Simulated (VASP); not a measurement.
# SiC: single point with PBE

The system is SiC.

```
CELL_PARAMETERS angstrom
2.18986 -2.18986 0.00000
2.18986 0.00000 -2.18986
9.12429 8.57704 8.57704
ATOMIC_POSITIONS crystal
Si 0.96703 0.96703 0.39580
Si 0.31425 0.31425 0.22913
Si 0.61981 0.61981 0.56247
Si 0.92538 0.92538 0.89580
Si 0.27260 0.27260 0.72913
Si 0.66146 0.66146 0.06247
C 0.63023 0.63023 0.43747
C 0.97744 0.97744 0.27080
C 0.28301 0.28301 0.60413
C 0.58858 0.58858 0.93747
C 0.93579 0.93579 0.77080
C 0.32466 0.32466 0.10413
```

| Item | Value |
| --- | --- |
| Program | VASP 6.6.1 |
| Task | single point |
| Functional | PBE |
| Potentials or basis | VASP PAW PBE potentials, release 64 (Si, C) |
| Cutoff | 520 eV |
| k mesh | 10 × 10 × 2 |
| Occupations | gaussian, width 0.05 eV |
| Spin | no spin polarisation |
| Dipole correction | no |
| Further INCAR settings | ALGO = Normal; EDIFF = 1e-06; NBANDS = 36 |

```yaml
Pressure: -0.2 GPa
Largest_force: 1.243 eV/Å
Band_gap_on_the_k_mesh: 1.04 eV (least direct gap 2.01 eV)
```

Forces in eV/Å, atoms in the order of the input:
```
Si   0.001  0.022  0.022
Si  -0.067  0.087  0.087
Si   0.010  0.016  0.016
Si   0.027 -0.115 -0.115
Si  -0.003  0.024  0.024
Si  -1.105  0.351  0.351
C   -0.013 -0.015 -0.015
C   -0.027 -0.004 -0.004
C    0.001 -0.023 -0.023
C    1.120 -0.381 -0.381
C    0.095 -0.083 -0.083
C   -0.040  0.121  0.121
```

Stress tensor (GPa, compression positive):
```
-4.65 -1.02 -1.02
-1.02  1.96  2.84
-1.02  2.84  1.96
```

Levels at points of the mesh, in eV from the valence-band top:
```tsv
k point	band 21	band 22	band 23	band 24	band 25	band 26	band 27	band 28
(0.00, 0.00, 0.00)	-0.53	-0.33	-0.29	0.00	4.93	5.16	5.29	5.59
(0.50, 0.00, 0.00)	-2.06	-1.96	-1.42	-0.97	1.04	2.44	2.46	3.90
(0.50, 0.50, 0.00)	-2.02	-1.98	-1.46	-1.31	1.20	2.42	2.50	4.17
(0.00, 0.00, 0.50)	-0.46	-0.35	-0.32	-0.19	4.95	5.10	5.40	5.60
(0.50, 0.00, 0.50)	-1.84	-1.81	-1.50	-1.23	1.49	1.58	3.39	3.47
(0.50, 0.50, 0.50)	-2.14	-1.89	-1.54	-1.48	1.62	1.67	3.33	3.44
```

Run time: 110 s on 1 thread of Intel(R) Xeon(R) 6975P-C (Granite Rapids), with other jobs on the host, peak memory 0.36 GiB.

Caveat: forces of over 1 eV/Å act on the atoms, so gaps and moduli don't describe the material at rest. A k mesh can miss the band edges.
